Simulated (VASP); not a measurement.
# Bi (I4/mcm) in VASP: a series of runs

Aim: see how the results for Bi move with the level of theory and the settings. Levels: PBEsol, PBE. Tasks: single point.

All numbers are computed with VASP 6.6.1; they aren't measurements. Logs are shortened: lines on timing, memory, paths and dates and some standing lists are left out, and cuts for length are marked.

## (1) The cell of the first run

The structure is tetragonal, space group I4/mcm (No. 140). Conventional cell: a = 8.899 Å, b = 8.899 Å, c = 4.131 Å, α = 90.00°, β = 90.00°, γ = 90.00°. Bi (site symmetry m2m) has 9 Bi at 3.31 to 4.13 Å within 4.4 Å.

## (2) Single point, PBEsol

The input, INCAR:

```
SYSTEM = Bi
PREC = Accurate ; ENCUT = 520
EDIFF = 1E-6 ; ISMEAR = -1
SIGMA = 0.05 ; LREAL = .FALSE.
LASPH = .TRUE. ; NELM = 80
ALGO = Fast ; ISIF = 2
LWAVE = .FALSE. ; LCHARG = .TRUE.
GGA = PS ; LELF = .TRUE.
LVHAR = .TRUE. ; NBANDS = 38
```

The input, KPOINTS:

```
Automatic mesh
0
G
  7 7 7
  0 0 0
```

The input, POSCAR:

```
Bi
1.0
   -4.4497480000      4.4497480000      2.0656320000
    4.4497480000     -4.4497480000      2.0656320000
    4.4497480000      4.4497480000     -2.0656320000
Bi
4
Direct
    0.1456555000      0.3543445000      0.5000000000
    0.8543445000      0.6456555000      0.5000000000
    0.6456555000      0.1456555000      0.7913110000
    0.3543445000      0.8543445000      0.2086890000
```

Potentials or basis: VASP PAW PBE potentials, release 64 (Bi_d).

The run is started by

```bash
> cat potpaw_PBE.64/Bi_d/POTCAR > POTCAR
> mpirun -np 1 vasp_std > vasp.out
```

OUTCAR:

```text
SYSTEM = Bi
   PREC = Accurate
   ENCUT = 520
   EDIFF = 1E-6
   ISMEAR = -1
   LREAL = .FALSE.
   LASPH = .TRUE.
   NELM = 80
   ISIF = 2
   GGA = PS

 ion  position               nearest neighbor table
   1  0.146  0.354  0.500-   3 3.31   4 3.31   3 3.31   4 3.31   2 3.34   2 3.34   2 3.67
   2  0.854  0.646  0.500-   3 3.31   4 3.31   3 3.31   4 3.31   1 3.34   1 3.34   1 3.67
   3  0.646  0.146  0.791-   1 3.31   2 3.31   1 3.31   2 3.31   4 3.34   4 3.34   4 3.67
   4  0.354  0.854  0.209-   1 3.31   2 3.31   1 3.31   2 3.31   3 3.34   3 3.34   3 3.67

  LATTYP: Found a body centered tetragonal cell.
 ALAT       =     8.8994960000
 C/A-ratio  =     0.4642132543

  Lattice vectors:

 A1 = (  -4.4497480000,   4.4497480000,   2.0656320000)
 A2 = (   4.4497480000,  -4.4497480000,   2.0656320000)
 A3 = (   4.4497480000,   4.4497480000,  -2.0656320000)

Analysis of symmetry for initial positions (statically):
=====================================================================
 Subroutine PRICEL returns:
 Original cell was already a primitive cell.

 Routine SETGRP: Setting up the symmetry group for a
 body centered tetragonal supercell.

 Subroutine GETGRP returns: Found 16 space group operations
 (whereof  8 operations were pure point group operations)
 out of a pool of 16 trial point group operations.

The static configuration has the point symmetry C_4h.
 The point group associated with its full space group is D_4h.

Analysis of symmetry for dynamics (positions and initial velocities):
=====================================================================
 Subroutine PRICEL returns:
 Original cell was already a primitive cell.

 Routine SETGRP: Setting up the symmetry group for a
 body centered tetragonal supercell.

 Subroutine GETGRP returns: Found 16 space group operations
 (whereof  8 operations were pure point group operations)
 out of a pool of 16 trial point group operations.

The dynamic configuration has the point symmetry C_4h.
 The point group associated with its full space group is D_4h.

 Subroutine INISYM returns: Found 16 space group operations
 (whereof  8 operations are pure point group operations),
 and found     1 'primitive' translations

----------------------------------------------------------------------------------------

                                     Primitive cell

  volume of cell :     163.6002

  direct lattice vectors                    reciprocal lattice vectors
    -4.449748000  4.449748000  2.065632000     0.000000000  0.112365914  0.242056668
     4.449748000 -4.449748000  2.065632000     0.112365914  0.000000000  0.242056668
     4.449748000  4.449748000 -2.065632000     0.112365914  0.112365914  0.000000000

  length of vectors
     6.623243170  6.623243170  6.623243170     0.266866126  0.266866126  0.158909399

  position of ions in fractional coordinates (direct lattice)
     0.145655500  0.354344500  0.500000000
     0.854344500  0.645655500  0.500000000
     0.645655500  0.145655500  0.791311000
     0.354344500  0.854344500  0.208689000

  ion indices of the primitive-cell ions
   primitive index   ion index
                 1           1
                 2           2
                 3           3
                 4           4

----------------------------------------------------------------------------------------

 KPOINTS: Automatic mesh

Automatic generation of k-mesh.
 Grid dimensions read from file:
 generate k-points for:    7    7    7

 Generating k-lattice:

  Cartesian coordinates                     Fractional coordinates (reciprocal lattice)
     0.000000000  0.016052273  0.034579524     0.142857143  0.000000000 -0.000000000
     0.016052273  0.000000000  0.034579524     0.000000000  0.142857143 -0.000000000
     0.016052273  0.016052273  0.000000000     0.000000000  0.000000000  0.142857143

  Length of vectors
     0.038123732  0.038123732  0.022701343

  Shift w.r.t. Gamma in fractional coordinates (k-lattice)
     0.000000000  0.000000000  0.000000000

 Subroutine IBZKPT returns following result:
 ===========================================

 Found     40 irreducible k-points:

 Following reciprocal coordinates:
            Coordinates               Weight
  0.000000  0.000000  0.000000      1.000000
  0.142857  0.000000  0.000000      8.000000
  0.285714 -0.000000  0.000000      8.000000
  0.428571 -0.000000  0.000000      8.000000
  0.142857  0.142857  0.000000      8.000000
  0.285714  0.142857  0.000000     16.000000
[... 16 lines left out ...]
 -0.142857  0.285714  0.142857      8.000000
 -0.428571  0.428571  0.142857      8.000000
 [... further k-points ...]
   k-points           NKPTS =     40   k-points in BZ     NKDIM =     40   number of bands    NBANDS=     38
   number of dos      NEDOS =    301   number of ions     NIONS =      4
   total plane-waves  NPLWV = 125000
   dimension x,y,z NGX =    50 NGY =   50 NGZ =   50
   dimension x,y,z NGXF=   100 NGYF=  100 NGZF=  100
   ions per type =               4
   NGX,Y,Z   is equivalent  to a cutoff of  12.55, 12.55, 12.55 a.u.
   NGXF,Y,Z  is equivalent  to a cutoff of  25.10, 25.10, 25.10 a.u.
 SYSTEM =  Bi
   PREC   = accura    normal or accurate (medium, high low for compatibility)
   ISTART =      0    job   : 0-new  1-cont  2-samecut
   ICHARG =      2    charge: 1-file 2-atom 10-const
   ISPIN  =      1    spin polarized calculation?
   LNONCOLLINEAR =      F non collinear calculations
   LSORBIT =      F    spin-orbit coupling
   LASPH  =      T    aspherical Exc in radial PAW
   ENCUT  =  520.0 eV  38.22 Ry    6.18 a.u.  12.31 12.31 12.31*2*pi/ulx,y,z
   NELM   =     80;   NELMIN=  2; NELMDL= -5     # of ELM steps
   EDIFF  = 0.1E-05   stopping-criterion for ELM
   LREAL  =      F    real-space projection
   EDIFFG = 0.1E-04   stopping-criterion for IOM
   NSW    =      0    number of steps for IOM
   IBRION =     -1    ionic relax: 0-MD 1-quasi-New 2-CG
   NFREE  =      0    steps in history (QN), initial steepest desc. (CG)
   ISIF   =      2    stress and relaxation
   ISYM   =      2    0-nonsym 1-usesym 2-fastsym
   POTIM  = 0.5000    time-step for ionic-motion
   TEBEG  =    0.0;   TEEND  =   0.0 temperature during run
   PSTRESS=    0.0 pullay stress
   NELECT =      60.0000    total number of electrons
   NUPDOWN=      -1.0000    fix difference up-down
   EMIN   =  10.00;   EMAX   =-10.00  energy-range for DOS
   EFERMI =   0.00;   METHOD = LEGACY
   ISMEAR =    -1;   SIGMA  =   0.05  broadening in eV -4-tet -1-fermi 0-gaus
   EFERMI_NEDOS =   21; number of points for ismear=-14 and -15
   IALGO  =     68    algorithm
   IMIX   =      4    mixing-type and parameters
     AMIX     =   0.40;   BMIX     =  1.00
     AMIX_MAG =   1.60;   BMIX_MAG =  1.00
  volume/ion in A,a.u.               =      40.90       276.01
  Fermi-wavevector in a.u.,A,eV,Ry     =   1.171828  2.214434 18.683270  1.373182
  Thomas-Fermi vector in A             =   2.308266
   LORBIT       =      0    0 simple, 1 ext, 2 COOP (PROOUT), +10 PAW based schemes
   GGA     = PS    functional components
   LHFCALC =     F    Hartree Fock is set to
   AEXX    =    0.0000 exact exchange contribution
   IVDW    =     0    specifies the selected vdW correction
   LEPSILON=     F    determine dielectric tensor
   LRPA    =     F    only Hartree local field effects (RPA)
 non-spin polarized calculation
 RMM-DIIS sequential band-by-band and
  energy-cutoff  :      520.00
  volume of cell :      163.60
 maximum number of plane-waves:      4459
 NGX is ok and might be reduce to    50
   NGX = 25   NGY = 25   NGZ = 25

 number of electron      60.0000024 magnetization

 Free energy of the ion-electron system (eV)
  ---------------------------------------------------
  ext. energy  EPLUGINS =         0.00000000
  ---------------------------------------------------
  free energy    TOTEN  =       -16.31630274 eV

  energy without entropy =      -16.28924614  energy(sigma->0) =      -16.30277444

 E-fermi :   4.8080     XC(G=0):  -8.7815

 val. band max:        4.7947897271   @ k =  -0.4286   0.4286   0.0000
 cond. band min:       4.8185071638   @ k =  -0.4286   0.4286   0.1429
 fundamental gap:      0.0237174367
 Fermi energy:         4.8080341810

 k-point     1 :       0.0000    0.0000    0.0000
  band No.  band energies     occupation
      1     -18.0505      2.00000
      2     -18.0505      2.00000
      3     -18.0304      2.00000
      4     -18.0067      2.00000
      5     -18.0067      2.00000
      6     -18.0062      2.00000
[... 30 lines left out ...]
     37       9.7779      0.00000
     38      10.9328      0.00000

 k-point     2 :       0.1429    0.0000    0.0000
  band No.  band energies     occupation
      1     -18.0601      2.00000
      2     -18.0545      2.00000
      3     -18.0250      2.00000
      4     -18.0019      2.00000
      5     -17.9968      2.00000
      6     -17.9895      2.00000
[... 30 lines left out ...]
     37       8.8090      0.00000
     38      11.0116      0.00000

 k-point     3 :       0.2857   -0.0000    0.0000
  band No.  band energies     occupation
      1     -18.0609      2.00000
      2     -18.0542      2.00000
      3     -18.0191      2.00000
      4     -18.0105      2.00000
      5     -17.9855      2.00000
      6     -17.9804      2.00000
[... 30 lines left out ...]
     37       9.3168      0.00000
     38      11.6077      0.00000

 k-point     4 :       0.4286   -0.0000    0.0000
  band No.  band energies     occupation
      1     -18.0450      2.00000
      2     -18.0384      2.00000
      3     -18.0257      2.00000
      4     -18.0026      2.00000
      5     -18.0025      2.00000
      6     -17.9703      2.00000
[... 30 lines left out ...]
     37      10.0706      0.00000
     38      10.4966      0.00000
[... 703 lines left out ...]
      4     -18.0211      2.00000
      5     -18.0073      2.00000
      6     -17.9816      2.00000
[... 30 lines left out ...]
     37       9.0124      0.00000
     38       9.9211      0.00000

 k-point    23 :      -0.1429    0.2857    0.1429
  band No.  band energies     occupation
      1     -18.0814      2.00000
      2     -18.0397      2.00000
      3     -18.0227      2.00000
      4     -18.0074      2.00000
      5     -18.0025      2.00000
      6     -17.9866      2.00000
[... 30 lines left out ...]
     37       9.3289      0.00000
     38      10.4927      0.00000

 k-point    24 :      -0.4286    0.4286    0.1429
  band No.  band energies     occupation
      1     -18.0938      2.00000
      2     -18.0346      2.00000
      3     -18.0259      2.00000
      4     -18.0183      2.00000
      5     -18.0006      2.00000
      6     -17.9852      2.00000
[... 30 lines left out ...]
     37       9.2468      0.00000
     38       9.7333      0.00000

 [... further k-points ...]
[... 5 lines left out ...]
  --------------------------------------------------------------------------------------
  -------------------------------------------------------------------------------------
  Total       -1.7451639     -1.7451639     -2.1799550      0.0000000     -0.0000000      0.0000000
  in kB      -17.0908247    -17.0908247    -21.3488421      0.0000000     -0.0000000      0.0000000
  external PRESSURE =     -18.5101638 kB  Pullay stress =       0.0000000 kB

 VOLUME and BASIS-vectors are now :
 -----------------------------------------------------------------------------
  energy-cutoff  :      520.00
  volume of cell :      163.60
      direct lattice vectors                 reciprocal lattice vectors
    -4.449748000  4.449748000  2.065632000     0.000000000  0.112365914  0.242056668
     4.449748000 -4.449748000  2.065632000     0.112365914  0.000000000  0.242056668
     4.449748000  4.449748000 -2.065632000     0.112365914  0.112365914  0.000000000

 POSITION                                       TOTAL-FORCE (eV/Angst)
 -----------------------------------------------------------------------------------
      3.15349      1.29626      0.00000         0.087439     -0.087439     -0.000000
      1.29626      3.15349      2.06563        -0.087439      0.087439     -0.000000
      1.29626      5.74601     -0.00000        -0.087439     -0.087439      0.000000
      3.15349     -1.29626      2.06563         0.087439      0.087439     -0.000000
 -----------------------------------------------------------------------------------
    total drift:                               -0.000000     -0.000000      0.000000

  FREE ENERGIE OF THE ION-ELECTRON SYSTEM (eV)
  ---------------------------------------------------
  free  energy   TOTEN  =       -16.3163027447 eV

  energy  without entropy=      -16.2892461440  energy(sigma->0) =      -16.30277444
```

Run time: 11 min. Hardware: 1 thread of AMD EPYC 7R43 (Zen 3), shared host; peak memory 0.39 GiB.

What came out:

- Free energy: -16.3163 eV
- Pressure: -1.9 GPa
- Largest force: 0.124 eV/Å
- Band gap on the k mesh: zero (band 30 reaches 5.83 eV, above the bottom of band 31 at 4.39 eV)

Forces in eV/Å, atoms in the order of the input:
```
Bi   0.087 -0.087  0.000
Bi  -0.087  0.087  0.000
Bi  -0.087 -0.087  0.000
Bi   0.087  0.087  0.000
```

Stress tensor (GPa, compression positive):
```
-1.71  0.00  0.00
 0.00 -1.71  0.00
 0.00  0.00 -2.13
```

Caveat: the PAW data sets were made with another functional, which shifts forces and pressure a little; spin-orbit coupling is left out, which moves the levels of the heavy elements.

## (3) Single point, PBE

This run uses another cell than the first one, of 43.35 Å³/atom, 1.060 times its volume.

The input, INCAR:

```
PREC = Accurate ; ENCUT = 520
EDIFF = 1E-6 ; ISMEAR = -1
SIGMA = 0.05 ; LREAL = False
LASPH = True ; NELM = 100
ALGO = Fast ; ISIF = 2
LWAVE = False ; LCHARG = False
GGA = PE ; NBANDS = 38
```

The input, KPOINTS:

```
Automatic mesh
0
Gamma
  7 7 7
```

The input, POSCAR:

```
Bi
1.0
   -4.5370201173      4.5370201173      2.1061448736
    4.5370201173     -4.5370201173      2.1061448736
    4.5370201173      4.5370201173     -2.1061448736
Bi
4
Direct
    0.1456555000      0.3543445000      0.5000000000
    0.8543445000      0.6456555000      0.5000000000
    0.6456555000      0.1456555000      0.7913110000
    0.3543445000      0.8543445000      0.2086890000
```

Potentials or basis: VASP PAW PBE potentials, release 64 (Bi_d).

The run is started by

```bash
> cat potpaw_PBE.64/Bi_d/POTCAR > POTCAR
> mpirun -np 1 vasp_std > vasp.out
```

Wall time 3.6 min (1 thread of AMD EPYC 9R45 (Zen 5), shared host); peak memory 0.41 GiB.

It converged, with:

```
Free energy            : -14.6922 eV
Pressure               : -1.9 GPa
Largest force          : 0.190 eV/Å
Band gap on the k mesh : zero (band 30 reaches 5.33 eV, above the bottom of band 31 at 4.01 eV)
```

Forces on the atoms (eV/Å):
```
Bi   0.135 -0.135  0.000
Bi  -0.135  0.135  0.000
Bi  -0.135 -0.135  0.000
Bi   0.135  0.135  0.000
```

Stress tensor (GPa, compression positive):
```
-1.64  0.00  0.00
 0.00 -1.64  0.00
 0.00  0.00 -2.33
```

Levels at points of the mesh, in eV from the Fermi level:
| k point | band 27 | band 28 | band 29 | band 30 | band 31 | band 32 | band 33 | band 34 |
| --- | --- | --- | --- | --- | --- | --- | --- | --- |
| (0.00, 0.00, 0.00) | -1.21 | -1.21 | -0.53 | -0.43 | -0.03 | -0.03 | 2.88 | 2.88 |

Caveat: spin-orbit coupling is left out, which moves the levels of the heavy elements.

## (4) Single point, PBEsol (volume scaled by 0.96)

The input, INCAR:

```
SYSTEM = Bi
PREC = Accurate
ENCUT = 520
EDIFF = 1E-6
ISMEAR = -1
SIGMA = 0.05
LREAL = .FALSE.
LASPH = .TRUE.
NELM = 100
ALGO = Fast
ISIF = 2
LWAVE = .FALSE.
LCHARG = .TRUE.
GGA = PS
LELF = .TRUE.
LVHAR = .TRUE.
NBANDS = 38
```

The input, KPOINTS:

```
regular mesh
0
G
  7 7 7
  0 0 0
```

The input, POSCAR:

```
Bi
1.0
   -4.3896088981      4.3896088981      2.0377146318
    4.3896088981     -4.3896088981      2.0377146318
    4.3896088981      4.3896088981     -2.0377146318
Bi
4
Direct
    0.1456555000      0.3543445000      0.5000000000
    0.8543445000      0.6456555000      0.5000000000
    0.6456555000      0.1456555000      0.7913110000
    0.3543445000      0.8543445000      0.2086890000
```

The run is started by

```bash
> cat potpaw_PBE.64/Bi_d/POTCAR > POTCAR
> mpirun -np 1 vasp_std > vasp.out
```

Run time: 11 min. Hardware: 1 thread of AMD EPYC 7R43 (Zen 3), shared host; peak memory 0.38 GiB.

Results (log left out):

```
Free energy            : -16.3587 eV
Pressure               : -0.3 GPa
Largest force          : 0.010 eV/Å
Band gap on the k mesh : zero (band 30 reaches 6.32 eV, above the bottom of band 31 at 4.80 eV)
```

Forces in eV/Å, atoms in the order of the input:
```
Bi  -0.007  0.007  0.000
Bi   0.007 -0.007  0.000
Bi   0.007  0.007  0.000
Bi  -0.007 -0.007  0.000
```

Stress tensor (GPa, compression positive):
```
-0.35  0.00  0.00
 0.00 -0.35  0.00
 0.00  0.00 -0.25
```

Levels at points of the mesh, in eV from the Fermi level:
```
           k point  band 28  band 29  band 30  band 31  band 32  band 33
(0.00, 0.00, 0.00)    -1.28    -0.61    -0.40    -0.04    -0.04     3.04
```

Caveat: the cell differs from its parent crystal (volume scaled by 0.96); the PAW data sets were made with another functional, which shifts forces and pressure a little; spin-orbit coupling is left out, which moves the levels of the heavy elements.

## (5) Overview

| level | cell | gap on the mesh (eV) | pressure (GPa) | largest force (eV/Å) |
| --- | --- | --- | --- | --- |
| PBEsol | a = 6.623 Å, angles 95.6, 95.6, 143.7°, 4 atoms | none | -1.9 | 0.12 |
| PBE | a = 6.753 Å, angles 95.6, 95.6, 143.7°, 4 atoms | none | -1.9 | 0.19 |
| PBEsol | a = 6.534 Å, angles 95.6, 95.6, 143.7°, 4 atoms | none | -0.3 | 0.01 |

Alike in all rows: task single point; potentials or basis VASP PAW PBE potentials, release 64 (Bi_d); no spin polarisation; k mesh 7 × 7 × 7; cutoff (eV) 520; smearing fermi-dirac 0.05 eV.

Caveats: spin-orbit coupling is left out, which moves the levels of the heavy elements; the PAW data sets were made with another functional, which shifts forces and pressure a little (some runs).

Total energies depend on the potentials used, so only differences within one code and one set of settings carry meaning.
